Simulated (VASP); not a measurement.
Crystal: Si5C.

```xyz
6
Lattice="2.7712 0.0000 0.0000 -1.3856 2.4000 0.0000 0.0000 0.0000 12.0603" Properties=species:S:1:pos:R:3 pbc="T T T"
Si    0.0000    1.6000   10.8499
Si    0.0000    1.6000    1.2103
Si    0.0000    1.6000    6.0301
Si    1.3856    0.8000    3.7236
Si    1.3856    0.8000    8.3367
C     1.3856    0.8000    0.0000
```

* Program: VASP 6.6.1
* Task: relaxation of cell and atoms
* Functional: PBE
* Potentials or basis: VASP PAW PBE potentials, release 64 (Si, C)
* Cutoff: 600 eV
* k mesh: 18 × 18 × 4
* Occupations: gaussian, width 0.1 eV
* Spin: no spin polarisation

At the start: pressure 0.1 GPa; volume 13.37 Å³/atom.

Problem. How do energy, volume and symmetry change on relaxing?

Solution. Over 28 steps the energy falls by 36.2 meV/atom and the volume is 12.87 Å³/atom (-3.7 %); space group P-6m2 (No. 187, to 0.05 Å).

The path:
```
step  energy change (eV)  largest force (eV/Å)  pressure (GPa)  volume (Å³)
   1              0.0000                0.0588            0.11        80.21
   2             -0.0275                0.7103           -0.05        80.30
   3             -0.0275                0.6810           -0.05        80.30
   4             -0.0583                0.2933           -1.27        80.32
   5             -0.1119                0.7784           -3.98        80.31
   6             -0.1182                0.8020           -3.97        80.21
   7             -0.1321                0.8969           -3.80        79.89
   8             -0.1429                1.0590           -3.39        79.22
   9             -0.1601                0.8833           -2.93        78.95
  10             -0.1944                0.3303           -1.44        78.16
  11             -0.1755                0.9389            1.96        76.59
  12             -0.2016                0.1534           -0.37        77.63
  13             -0.2016                0.1537           -0.31        77.60
  14             -0.2022                0.1497           -0.25        77.55
  15             -0.2036                0.1380           -0.06        77.38
  16             -0.2056                0.1148            0.34        77.05
  17             -0.2053                0.0721            1.15        76.40
  18             -0.2061                0.0942            0.71        76.75
  19             -0.2070                0.0881            0.68        76.77
  20             -0.2096                0.0715            0.57        76.84
  21             -0.2140                0.0376            0.36        76.97
  22             -0.2160                0.0837            0.06        77.23
  23             -0.2168                0.0361            0.15        77.13
  24             -0.2168                0.0400            0.15        77.14
  25             -0.2172                0.0236            0.00        77.23
  26             -0.2173                0.0062           -0.15        77.34
  27             -0.2173                0.0097           -0.13        77.32
  28             -0.2174                0.0085           -0.02        77.23
```

Final structure:
```
CELL_PARAMETERS angstrom
2.89038 0.00000 0.00000
-1.44519 2.50314 0.00000
0.00000 0.00000 10.67505
ATOMIC_POSITIONS crystal
Si 0.33333 0.66667 0.88614
Si 0.33333 0.66667 0.11386
Si 0.33333 0.66667 0.50000
Si 0.66667 0.33333 0.31113
Si 0.66667 0.33333 0.68887
C 0.66667 0.33333 0.00000
```
